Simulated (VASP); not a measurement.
A run of VASP 6.6.1:

The input INCAR:

```
SYSTEM = Te
PREC     = Accurate       ! precision mode
ENCUT    = 520            ! plane-wave cutoff, eV
EDIFF    = 1E-6           ! SCF threshold, eV
ISMEAR   = -1             ! smearing method
SIGMA    = 0.1            ! smearing width, eV
LREAL    = .False.        ! projectors in reciprocal space
LASPH    = .True.         ! aspherical terms in the spheres
NELM     = 80             ! most SCF steps
ALGO     = Normal         ! electronic algorithm
ISIF     = 2              ! what is computed and relaxed
LWAVE    = .False.        ! write WAVECAR
LCHARG   = .False.        ! write CHGCAR
GGA      = RP             ! functional
NBANDS   = 13             ! bands
```

KPOINTS

```
Automatic mesh
0
Gamma
  8 8 8
  0 0 0
```

File POSCAR:

```
Te
1.0
    0.0000000000      3.6381339345      3.6381339345
    3.6381339345      0.0000000000      3.6381339345
    3.6381339345      3.6381339345      0.0000000000
Te
2
Direct
    0.1250000000      0.1250000000      0.1250000000
    0.8750000000      0.8750000000      0.8750000000
```

Potentials or basis: VASP PAW PBE potentials, release 64 (Te).

The run is started by

```bash
$ cat potpaw_PBE.64/Te/POTCAR > POTCAR
$ mpirun -np 1 vasp_std > vasp.out
```

Hardware: 1 thread of Intel Xeon 8259CL, on a shared host.

Question: How long does it take, and how much memory?

Answer: Wall time 55 s on 1 thread of Intel Xeon 8259CL, with other jobs on the host, peak memory 0.24 GiB. Counts: scf iterations 12, k points 29.
